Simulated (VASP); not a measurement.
Crystal: As.

```
As
1.0
     3.00317    0.00000    0.00000
    -1.50158    2.60082    0.00000
     0.00000    0.00000    4.86513
As
2
Direct
  0.33333 0.66667 0.25000
  0.66667 0.33333 0.75000
```

- Program: VASP 6.6.1
- Task: relaxation of cell and atoms
- Functional: PBE
- Potentials or basis: VASP PAW PBE potentials, release 64 (As)
- Cutoff: 600 eV
- k mesh: 16 × 16 × 9
- Occupations: fermi-dirac, width 0.1 eV
- Spin: no spin polarisation

At the start: pressure 1.4 GPa; volume 19.00 Å³/atom.

Q: Where does the relaxation end?

A: Over 17 steps the energy falls by 7.8 meV/atom and the volume is 19.41 Å³/atom (+2.2 %); space group P6_3/mmc (No. 194, to 0.05 Å).

Step by step:
```
step  energy change (eV)  largest force (eV/Å)  pressure (GPa)  volume (Å³)
   1              0.0000                0.0000            1.38        38.00
   2             -0.0023                0.0000           -0.52        38.90
   3             -0.0027                0.0000            0.01        38.64
   4             -0.0027                0.0000           -0.02        38.66
   5             -0.0028                0.0000           -0.02        38.67
   6             -0.0034                0.0000           -0.03        38.70
   7             -0.0054                0.0000           -0.05        38.75
   8             -0.0112                0.0000           -0.19        38.86
   9             -0.0144                0.0000           -0.34        39.04
  10             -0.0153                0.0000           -0.34        38.98
  11             -0.0154                0.0000           -0.34        38.99
  12             -0.0155                0.0000           -0.22        38.94
  13             -0.0155                0.0000           -0.21        38.93
  14             -0.0156                0.0000           -0.15        38.90
  15             -0.0156                0.0000           -0.07        38.86
  16             -0.0156                0.0000            0.10        38.77
  17             -0.0156                0.0000           -0.01        38.83
```

Final structure:
```
CELL_PARAMETERS angstrom
2.95903 0.00000 0.00000
-1.47951 2.56259 0.00000
0.00000 0.00000 5.12046
ATOMIC_POSITIONS crystal
As 0.33333 0.66667 0.25000
As 0.66667 0.33333 0.75000
```
